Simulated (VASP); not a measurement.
# BN (P6_3/mmc) in VASP: notebook

Runs on BN. Level: PBE+D3(BJ). Tasks: relaxation of cell and atoms, relaxation of shape and atoms at fixed volume.

Program: VASP 6.6.1. These are calculated values, not measurements. Logs are shortened: lines on timing, memory, paths and dates and some standing lists are left out, and cuts for length are marked.

## (1) The cell of the first run

It takes space group P6_3/mmc (No. 194, hexagonal). The conventional cell has a = 2.498 Å, b = 2.498 Å, c = 6.636 Å, α = 90.00°, β = 90.00°, γ = 120.00°. Within 1.9 Å of B (site symmetry -6m2) lie 3 N at 1.44 Å. N (site symmetry -6m2) has 3 B at 1.44 Å within 1.9 Å.

## (2) Relaxation of cell and atoms, PBE+D3(BJ)

INCAR

```
PREC = Accurate
ENCUT = 600
EDIFF = 1E-6
ISMEAR = 0
SIGMA = 0.05
LREAL = F
LASPH = T
NELM = 100
ALGO = Normal
ISIF = 3
LWAVE = F
LCHARG = F
GGA = PE
IVDW = 12
IBRION = 2
NSW = 80
EDIFFG = -0.01
```

KPOINTS

```
Automatic mesh
0
Gamma
  12 12 4
```

POSCAR

```
BN
1.0
    2.4982400000      0.0000000000      0.0000000000
   -1.2491200000      2.1635393048      0.0000000000
    0.0000000000      0.0000000000      6.6357000000
B N
2 2
Direct
    0.3333333333      0.6666666667      0.2500000000
    0.6666666667      0.3333333333      0.7500000000
    0.3333333333      0.6666666667      0.7500000000
    0.6666666667      0.3333333333      0.2500000000
```

Potentials or basis: VASP PAW PBE potentials, release 64 (B, N).

Run with:

```bash
cat potpaw_PBE.64/B/POTCAR potpaw_PBE.64/N/POTCAR > POTCAR
mpirun -np 1 vasp_std > vasp.out
```

OUTCAR:

```text
PREC = Accurate
   ENCUT = 600
   EDIFF = 1E-6
   ISMEAR = 0
   LREAL = F
   LASPH = T
   NELM = 100
   ISIF = 3
   GGA = PE
   IVDW = 12
   IBRION = 2
   NSW = 80
   EDIFFG = -0.01
 IVDW          = 12

 ion  position               nearest neighbor table
   1  0.333  0.667  0.250-   4 1.44   4 1.44   4 1.44
   2  0.667  0.333  0.750-   3 1.44   3 1.44   3 1.44
   3  0.333  0.667  0.750-   2 1.44   2 1.44   2 1.44
   4  0.667  0.333  0.250-   1 1.44   1 1.44   1 1.44

  LATTYP: Found a hexagonal cell.
 ALAT       =     2.4982400000
 C/A-ratio  =     2.6561499296

  Lattice vectors:

 A1 = (   2.4982400000,   0.0000000000,   0.0000000000)
 A2 = (  -1.2491200000,   2.1635393048,   0.0000000000)
 A3 = (   0.0000000000,   0.0000000000,   6.6357000000)

Analysis of symmetry for initial positions (statically):
=====================================================================
 Subroutine PRICEL returns:
 Original cell was already a primitive cell.

 Routine SETGRP: Setting up the symmetry group for a
 hexagonal supercell.

 Subroutine GETGRP returns: Found 24 space group operations
 (whereof 12 operations were pure point group operations)
 out of a pool of 24 trial point group operations.

The static configuration has the point symmetry D_3d.
 The point group associated with its full space group is D_6h.

Analysis of symmetry for dynamics (positions and initial velocities):
=====================================================================
 Subroutine PRICEL returns:
 Original cell was already a primitive cell.

 Routine SETGRP: Setting up the symmetry group for a
 hexagonal supercell.

 Subroutine GETGRP returns: Found 24 space group operations
 (whereof 12 operations were pure point group operations)
 out of a pool of 24 trial point group operations.

The dynamic configuration has the point symmetry D_3d.
 The point group associated with its full space group is D_6h.

 Subroutine INISYM returns: Found 24 space group operations
 (whereof 12 operations are pure point group operations),
 and found     1 'primitive' translations

----------------------------------------------------------------------------------------

                                     Primitive cell

  volume of cell :      35.8662

  direct lattice vectors                    reciprocal lattice vectors
     2.498240000  0.000000000  0.000000000     0.400281798  0.231102804  0.000000000
    -1.249120000  2.163539305  0.000000000     0.000000000  0.462205608  0.000000000
     0.000000000  0.000000000  6.635700000     0.000000000  0.000000000  0.150700002

  length of vectors
     2.498240000  2.498240000  6.635700000     0.462205608  0.462205608  0.150700002

  position of ions in fractional coordinates (direct lattice)
     0.333333333  0.666666667  0.250000000
     0.666666667  0.333333333  0.750000000
     0.333333333  0.666666667  0.750000000
     0.666666667  0.333333333  0.250000000

  ion indices of the primitive-cell ions
   primitive index   ion index
                 1           1
                 2           2
                 3           3
                 4           4

----------------------------------------------------------------------------------------

 KPOINTS: Automatic mesh

Automatic generation of k-mesh.
 Grid dimensions read from file:
 generate k-points for:   12   12    4

 Generating k-lattice:

  Cartesian coordinates                     Fractional coordinates (reciprocal lattice)
     0.033356817  0.019258567  0.000000000     0.083333333 -0.000000000  0.000000000
     0.000000000  0.038517134  0.000000000     0.000000000  0.083333333  0.000000000
     0.000000000  0.000000000  0.037675000     0.000000000  0.000000000  0.250000000

  Length of vectors
     0.038517134  0.038517134  0.037675000

  Shift w.r.t. Gamma in fractional coordinates (k-lattice)
     0.000000000  0.000000000  0.000000000

 Subroutine IBZKPT returns following result:
 ===========================================

 Found     57 irreducible k-points:

 Following reciprocal coordinates:
            Coordinates               Weight
  0.000000  0.000000  0.000000      1.000000
  0.083333 -0.000000  0.000000      6.000000
  0.166667  0.000000  0.000000      6.000000
  0.250000  0.000000  0.000000      6.000000
  0.333333  0.000000  0.000000      6.000000
  0.416667  0.000000  0.000000      6.000000
[... 16 lines left out ...]
  0.250000  0.000000  0.250000     12.000000
  0.333333  0.000000  0.250000     12.000000
 [... further k-points ...]
   k-points           NKPTS =     57   k-points in BZ     NKDIM =     57   number of bands    NBANDS=     12
   number of dos      NEDOS =    301   number of ions     NIONS =      4
   total plane-waves  NPLWV =  21600
   dimension x,y,z NGX =    20 NGY =   20 NGZ =   54
   dimension x,y,z NGXF=    40 NGYF=   40 NGZF=  108
   ions per type =               2   2
   NGX,Y,Z   is equivalent  to a cutoff of  13.31, 13.31, 13.53 a.u.
   NGXF,Y,Z  is equivalent  to a cutoff of  26.62, 26.62, 27.06 a.u.
 SYSTEM =  unknown system
   PREC   = accura    normal or accurate (medium, high low for compatibility)
   ISTART =      0    job   : 0-new  1-cont  2-samecut
   ICHARG =      2    charge: 1-file 2-atom 10-const
   ISPIN  =      1    spin polarized calculation?
   LNONCOLLINEAR =      F non collinear calculations
   LSORBIT =      F    spin-orbit coupling
   LASPH  =      T    aspherical Exc in radial PAW
   ENCUT  =  600.0 eV  44.10 Ry    6.64 a.u.   4.99  4.99 13.25*2*pi/ulx,y,z
   NELM   =    100;   NELMIN=  2; NELMDL= -5     # of ELM steps
   EDIFF  = 0.1E-05   stopping-criterion for ELM
   LREAL  =      F    real-space projection
   EDIFFG = -.1E-01   stopping-criterion for IOM
   NSW    =     80    number of steps for IOM
   IBRION =      2    ionic relax: 0-MD 1-quasi-New 2-CG
   NFREE  =      1    steps in history (QN), initial steepest desc. (CG)
   ISIF   =      3    stress and relaxation
   ISYM   =      2    0-nonsym 1-usesym 2-fastsym
   POTIM  = 0.5000    time-step for ionic-motion
   TEBEG  =    0.0;   TEEND  =   0.0 temperature during run
   PSTRESS=    0.0 pullay stress
   NELECT =      16.0000    total number of electrons
   NUPDOWN=      -1.0000    fix difference up-down
   EMIN   =  10.00;   EMAX   =-10.00  energy-range for DOS
   EFERMI =   0.00;   METHOD = LEGACY
   ISMEAR =     0;   SIGMA  =   0.05  broadening in eV -4-tet -1-fermi 0-gaus
   EFERMI_NEDOS =   21; number of points for ismear=-14 and -15
   IALGO  =     38    algorithm
   IMIX   =      4    mixing-type and parameters
     AMIX     =   0.40;   BMIX     =  1.00
     AMIX_MAG =   1.60;   BMIX_MAG =  1.00
  volume/ion in A,a.u.               =       8.97        60.51
  Fermi-wavevector in a.u.,A,eV,Ry     =   1.250891  2.363842 21.289433  1.564729
  Thomas-Fermi vector in A             =   2.384864
   LORBIT       =      0    0 simple, 1 ext, 2 COOP (PROOUT), +10 PAW based schemes
   GGA     = PE    functional components
   LHFCALC =     F    Hartree Fock is set to
   AEXX    =    0.0000 exact exchange contribution
   IVDW    =    12    specifies the selected vdW correction
   LEPSILON=     F    determine dielectric tensor
   LRPA    =     F    only Hartree local field effects (RPA)
 conjugate gradient relaxation of ions
 non-spin polarized calculation
 Gauss-broadening in eV      SIGMA  =   0.05
  energy-cutoff  :      600.00
  volume of cell :       35.87
 maximum number of plane-waves:      1224
 NGX is ok and might be reduce to    20
   NGX =  9   NGY =  9   NGZ = 27

--------------------------------------- Ionic step        1  -------------------------------------------

 number of electron      15.9999998 magnetization

 Free energy of the ion-electron system (eV)
  ---------------------------------------------------
  ext. energy  EPLUGINS =         0.00000000
  ---------------------------------------------------
  free energy    TOTEN  =       -35.15342225 eV

  energy without entropy =      -35.15342225  energy(sigma->0) =      -35.15342225

------------------------ aborting loop because EDIFF is reached ----------------------------------------

 Edisp (eV)   -0.56768

 E8    (eV) :    -0.1663

  FORCE on cell =-STRESS in cart. coord.  units (eV):
  Direction    XX          YY          ZZ          XY          YZ          ZX
  --------------------------------------------------------------------------------------
  -------------------------------------------------------------------------------------
  Total       0.79681     0.79681    -0.07557    -0.00000     0.00000     0.00000
  in kB      35.59414    35.59414    -3.37565    -0.00000     0.00000     0.00000
  external pressure =       22.60 kB  Pullay stress =        0.00 kB
[... 233 lines left out ...]
  energy  without entropy=      -35.7238940647  energy(sigma->0) =      -35.72389406

--------------------------------------- Ionic step        7  -------------------------------------------

 number of electron      15.9999998 magnetization

 Free energy of the ion-electron system (eV)
  ---------------------------------------------------
  ext. energy  EPLUGINS =         0.00000000
  ---------------------------------------------------
  free energy    TOTEN  =       -35.15466524 eV

  energy without entropy =      -35.15466524  energy(sigma->0) =      -35.15466524

 E-fermi :   2.5951     XC(G=0): -10.1203

 val. band max:        2.3340204874   @ k =   0.3333   0.2500   0.0000
 cond. band min:       6.5897523278   @ k =   0.5000   0.0000   0.0000
 fundamental gap:      4.2557318404
 Fermi energy:         2.5951251533

 k-point     1 :       0.0000    0.0000    0.0000
  band No.  band energies     occupation
      1     -15.4621      2.00000
      2     -15.1482      2.00000
      3      -3.9082      2.00000
      4      -1.6921      2.00000
      5       0.9959      2.00000
      6       0.9959      2.00000
      7       1.0364      2.00000
      8       1.0364      2.00000
      9       7.6458      0.00000
     10      12.7373      0.00000
     11      13.8516      0.00000
     12      13.8516      0.00000
[... 331 lines left out ...]
 k-point    24 :       0.3333    0.0000    0.2500
  band No.  band energies     occupation
      1     -13.4463      2.00000
      2     -13.2868      2.00000
      3      -4.5533      2.00000
      4      -4.4902      2.00000
      5      -1.2470      2.00000
      6      -1.1997      2.00000
      7      -0.8699      2.00000
      8       0.3967      2.00000
      9       9.1596      0.00000
     10       9.7723      0.00000
     11      11.3263      0.00000
     12      12.5270      0.00000

 [... further k-points ...]

------------------------ aborting loop because EDIFF is reached ----------------------------------------

 Edisp (eV)   -0.56942

 E8    (eV) :    -0.1669

  FORCE on cell =-STRESS in cart. coord.  units (eV):
  Direction    XX          YY          ZZ          XY          YZ          ZX
  --------------------------------------------------------------------------------------
  -------------------------------------------------------------------------------------
  Total       0.01010     0.01010    -0.02398    -0.00000     0.00000     0.00000
  in kB       0.45172     0.45172    -1.07282    -0.00000     0.00000     0.00000
  external pressure =       -0.06 kB  Pullay stress =        0.00 kB
[... 19 lines left out ...]
  FREE ENERGIE OF THE ION-ELECTRON SYSTEM (eV)
  ---------------------------------------------------
  free  energy   TOTEN  =       -35.7240813947 eV

  energy  without entropy=      -35.7240813947  energy(sigma->0) =      -35.72408139

 reached required accuracy - stopping structural energy minimisation
```

Wall time 55 s (1 thread of Intel Xeon 6975P-C, shared host); peak memory 0.18 GiB.

What came out:

- Free energy: -35.7241 eV
- Relaxed volume: 8.95 Å³/atom
- Relaxed cell: a = 2.506 Å, b = 2.506 Å, c = 6.584 Å, α = 90.00°, β = 90.00°, γ = 120.00°
- Space group after relaxing (to 0.05 Å): P6_3/mmc (No. 194)
- Energy gained by relaxing: 0.7 meV/atom
- Ionic steps: 7
- Pressure after relaxing: 0.0 GPa
- Band gap on the k mesh: 4.26 eV, indirect (least direct gap 4.63 eV)
- Dispersion energy per atom: -0.142 eV

The path:
```tsv
step	energy change (eV)	largest force (eV/Å)	pressure (GPa)	volume (Å³)
1	0.0000	0.0000	2.26	35.87
2	0.0069	0.0000	-4.50	36.53
3	-0.0026	0.0000	-0.12	36.09
4	-0.0026	0.0000	-0.09	36.09
5	-0.0027	0.0000	-0.07	36.06
6	-0.0028	0.0000	-0.05	35.98
7	-0.0030	0.0000	-0.01	35.82
```

Final structure:
```
B N
1.0
     2.50626    0.00000    0.00000
    -1.25313    2.17049    0.00000
     0.00000    0.00000    6.58425
B N
2 2
Direct
  0.33333 0.66667 0.25000
  0.66667 0.33333 0.75000
  0.33333 0.66667 0.75000
  0.66667 0.33333 0.25000
```

Levels at points of the mesh, in eV from the valence-band top:
```csv
k point,band 6,band 7,band 8,band 9,band 10,band 11
"(0.00, 0.00, 0.00)",-1.34,-1.30,-1.30,5.31,10.40,11.52
"(0.50, 0.00, 0.00)",-4.07,-1.47,-0.41,4.26,5.67,9.51
"(0.00, 0.00, 0.50)",-1.32,-1.32,-1.32,7.72,7.72,11.58
"(0.50, 0.00, 0.50)",-4.11,-0.92,-0.92,4.73,4.73,9.89
```

## (3) Relaxation of shape and atoms at fixed volume, PBE+D3(BJ) (volume scaled by 1.040)

INCAR

```
PREC     = Accurate       # precision mode
ENCUT    = 600            # plane-wave cutoff, eV
EDIFF    = 1E-6           # SCF threshold, eV
ISMEAR   = 0              # smearing method
SIGMA    = 0.05           # smearing width, eV
LREAL    = False          # projectors in reciprocal space
LASPH    = True           # aspherical terms in the spheres
NELM     = 80             # most SCF steps
ALGO     = Normal         # electronic algorithm
ISIF     = 4              # what is computed and relaxed
LWAVE    = False          # write WAVECAR
LCHARG   = False          # write CHGCAR
GGA      = PE             # functional
IVDW     = 12             # dispersion correction
IBRION   = 2              # ionic algorithm
NSW      = 60             # ionic steps
EDIFFG   = -0.01          # ionic threshold
```

KPOINTS is that of step 2.

POSCAR

```
BN
1.0
    2.5394084644      0.0000000000      0.0000000000
   -1.2697042322      2.1991922408      0.0000000000
    0.0000000000      0.0000000000      6.7011588280
B N
2 2
Direct
    0.3333333333      0.6666666667      0.2500000000
    0.6666666667      0.3333333333      0.7500000000
    0.3333333333      0.6666666667      0.7500000000
    0.6666666667      0.3333333333      0.2500000000
```

Potentials or basis: VASP PAW PBE potentials, release 64 (B, N).

Run with:

```bash
cat potpaw_PBE.64/B/POTCAR potpaw_PBE.64/N/POTCAR > POTCAR
mpirun -np 1 vasp_std > vasp.out
```

Run time: 35 s. Hardware: 1 thread of Intel Xeon 6975P-C, shared host; peak memory 0.18 GiB.

Results (log left out):

- Free energy: -35.7209 eV
- Energy gained by relaxing: 8.9 meV/atom
- Ionic steps: 2
- Pressure after relaxing: -1.2 GPa
- Band gap on the k mesh: 4.31 eV, indirect (least direct gap 4.63 eV)
- Dispersion energy per atom: -0.135 eV

Stress tensor (GPa, compression positive):
```
-1.26  0.00  0.00
 0.00 -1.26  0.00
 0.00  0.00 -1.03
```

The path:
```csv
step,energy change (eV),largest force (eV/Å),pressure (GPa),volume (Å³)
1,0.0000,0.0000,-8.95,37.42
2,-0.0356,0.0000,-1.18,37.42
```

Final structure:
```cif
data_structure
_symmetry_space_group_name_H-M 'P 1'
_symmetry_Int_Tables_number 1
_cell_length_a 2.5096
_cell_length_b 2.5096
_cell_length_c 6.8611
_cell_angle_alpha 90.000
_cell_angle_beta 90.000
_cell_angle_gamma 120.000
_cell_volume 37.42
loop_
_atom_site_label
_atom_site_type_symbol
_atom_site_fract_x
_atom_site_fract_y
_atom_site_fract_z
_atom_site_occupancy
B1 B 0.33333 0.66667 0.25000 1
B2 B 0.66667 0.33333 0.75000 1
N1 N 0.33333 0.66667 0.75000 1
N2 N 0.66667 0.33333 0.25000 1
```

Levels at points of the mesh, in eV from the valence-band top:
```csv
k point,band 6,band 7,band 8,band 9,band 10,band 11
"(0.00, 0.00, 0.00)",-1.34,-1.31,-1.31,5.07,9.91,11.50
"(0.50, 0.00, 0.00)",-4.08,-1.34,-0.49,4.31,5.50,9.45
"(0.00, 0.00, 0.50)",-1.33,-1.33,-1.33,7.26,7.26,11.55
"(0.50, 0.00, 0.50)",-4.11,-0.91,-0.91,4.73,4.73,9.83
```

Caveat: the cell differs from its parent crystal (volume scaled by 1.040). A k mesh can miss the band edges.
